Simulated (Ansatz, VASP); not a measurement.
# One calculation of MnO, two programs

```xyz
2
Lattice="2.6724 0.0000 0.0000 0.0000 2.6724 0.0000 0.0000 0.0000 2.6724" Properties=species:S:1:pos:R:3 pbc="T T T"
Mn    0.0000    0.0000    0.0000
O     1.3362    1.3362    1.3362
```

Alike in both runs: task single point; functional PBE-based screened hybrid with a share of 0.5 of exact exchange and HFSCREEN = 0.2; k mesh 5 × 5 × 5; occupations fermi-dirac, width 0.05 eV; collinear spin.

|  | VASP | Ansatz |
| --- | --- | --- |
| version | VASP 6.6.1 | Ansatz 0.2.0 |
| potentials or method | VASP PAW PBE potentials, release 64 (Mn_pv, O) | Ansatz PAW |
| plane-wave cutoff (eV) | 520 | 420 |
| valence electrons in the cell | 19 | 21 |

|  | VASP | Ansatz | Ansatz less VASP |
| --- | --- | --- | --- |
| gap on the k mesh at the Fermi level (eV) | 4.10 | 4.13 | +0.027 |
| least direct gap on the mesh (eV) | 5.52 | 5.54 | +0.019 |
| pressure (GPa) | 12.1 | 11.0 | -1.05 |
| net moment per atom (μB) | 2.50 | 2.50 | 0.000 |
| size of the moment on the site where the two differ most (μB) | 4.64 | 4.44 | -0.200 |

VASP's potentials were made for PBE, not for PBE-based screened hybrid. Site moments also hang on the region over which each program counts them. VASP's potentials hold 19 valence electrons a cell and Ansatz's 21, so a difference there can come from the potentials and not from the codes.

The k mesh is coarse, so the values compare programs but aren't converged. Noted on Ansatz's run: the magnetic or orbital state may not be the lowest; odd divisions of the mesh miss points on the zone boundary, where band edges often lie, so the gap on the mesh can be too wide.
